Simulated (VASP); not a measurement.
A run of VASP 6.6.1:

The input INCAR:

```
SYSTEM = MgO
PREC = Accurate ; ENCUT = 520
EDIFF = 1E-6 ; ISMEAR = 0
SIGMA = 0.05 ; LREAL = .FALSE.
LASPH = .TRUE. ; NELM = 80
ALGO = Normal ; ISIF = 2
LWAVE = .FALSE. ; LCHARG = .FALSE.
GGA = B5 ; ALDAX = 1.0
AGGAX = 1.0 ; AGGAC = 1.0
ALDAC = 0.0 ; NBANDS = 11
```

File KPOINTS:

```
Automatic mesh
0
G
  10 10 10
  0 0 0
```

The input POSCAR:

```
MgO
1.0
    0.0000000000      2.1223119747      2.1223119747
    2.1223119747      0.0000000000      2.1223119747
    2.1223119747      2.1223119747      0.0000000000
Mg O
1 1
Direct
    0.0000000000      0.0000000000      0.0000000000
    0.5000000000      0.5000000000      0.5000000000
```

Potentials or basis: VASP PAW PBE potentials, release 64 (Mg, O).

Launch:

```bash
$ cat potpaw_PBE.64/Mg/POTCAR potpaw_PBE.64/O/POTCAR > POTCAR
$ mpirun -np 1 vasp_std > vasp.out
```

Hardware: 1 thread of Intel Xeon 6975P-C, on a shared host.

Question: Estimate the wall time of this run.

Answer: Run time: 12 s on 1 thread of Intel Xeon 6975P-C, with other jobs on the host, peak memory 0.14 GiB. Counts: scf iterations 12, k points 47.
